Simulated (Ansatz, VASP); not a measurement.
## ZnS in VASP and in Ansatz

```xyz
4
Lattice="3.8458 0.0000 0.0000 -1.9229 3.3306 0.0000 0.0000 0.0000 6.3040" Properties=species:S:1:pos:R:3 pbc="T T T"
Zn    0.0000    2.2204    0.0328
Zn    1.9229    1.1102    3.1848
S     0.0000    2.2204    2.3942
S     1.9229    1.1102    5.5462
```

Alike in both runs: functional PBE; k mesh 8 × 8 × 4; occupations gaussian, width 0.05 eV; no spin polarisation.

Ansatz relaxed the structure, and its values are those at the end. VASP's run is a single point on that final structure, the one shown.

```csv
,VASP,Ansatz
version,VASP 6.6.1,Ansatz 0.2.0
potentials or method,"VASP PAW PBE potentials, release 64 (Zn, S), cutoff 520 eV","scalar-relativistic, plane waves, PAW"
valence electrons in the cell,36,36
```

|  | VASP | Ansatz | Ansatz less VASP |
| --- | --- | --- | --- |
| gap on the k mesh at the Fermi level (eV) | 2.08 | 2.08 | -0.003 |
| least direct gap on the mesh (eV) | 2.08 | 2.08 | -0.003 |
| pressure (GPa) | 0.1 | 0.0 | -0.14 |

The functional is the same, so the differences come from potentials, cutoffs and numerics.
